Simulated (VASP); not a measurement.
Write the native input for VASP 6.6.1 that does the following.

```
Task                   : relaxation of cell and atoms
Functional             : PBE
Potentials or basis    : VASP PAW PBE potentials, release 64 (C)
Cutoff                 : 600 eV
k mesh                 : 24 × 24 × 24
Occupations            : fermi-dirac, width 0.08 eV
Spin                   : no spin polarisation
Target pressure        : 49 GPa
Dipole correction      : no
Further INCAR settings : ALGO = Normal; EDIFF = 1e-06; IBRION = 2; EDIFFG = -0.005; NSW = 60; ISIF = 3
```

The structure of C lies in POSCAR:

```
C
1.0
   -1.1364266374      1.1364266374      1.1364266374
    1.1364266374     -1.1364266374      1.1364266374
    1.1364266374      1.1364266374     -1.1364266374
C
1
Direct
    0.0000000000      0.0000000000      0.0000000000
```

These files were run (other wordings do the same):

INCAR

```
SYSTEM = C
ALGO = Normal
EDIFF = 1E-6
EDIFFG = -0.005
ENCUT = 600
GGA = PE
IBRION = 2
ISIF = 3
ISMEAR = -1
LASPH = .TRUE.
LCHARG = .FALSE.
LREAL = .FALSE.
LWAVE = .FALSE.
NELM = 80
NSW = 60
PREC = Accurate
PSTRESS = 490.0
SIGMA = 0.08
```

KPOINTS

```
k-points
0
G
  24 24 24
  0 0 0
```

Potentials or basis: VASP PAW PBE potentials, release 64 (C).

The run is started by

```bash
$ cat potpaw_PBE.64/C/POTCAR > POTCAR
$ mpirun -np 1 vasp_std > vasp.out
```

It gave:

The relaxed volume is 5.57 Å³/atom, the relaxed cell is a = 1.935 Å, b = 1.935 Å, c = 1.935 Å, α = 109.47°, β = 109.47°, γ = 109.47° and the space group after relaxing (to 0.1 Å) is Im-3m (No. 229). The energy change on relaxing (the run minimises the enthalpy) is +74.1 meV/atom, the ionic steps are 3 and the pressure after relaxing is 48.9 GPa. The band gap on the k mesh is zero (bands 2 and 3 overlap by 16.29 eV).

Caveat: the cell is relaxed towards a set pressure, so the run minimises the enthalpy, not the energy.

It took 30 s on 1 thread of AMD EPYC 7R13 (shared host), peak memory 0.09 GiB.
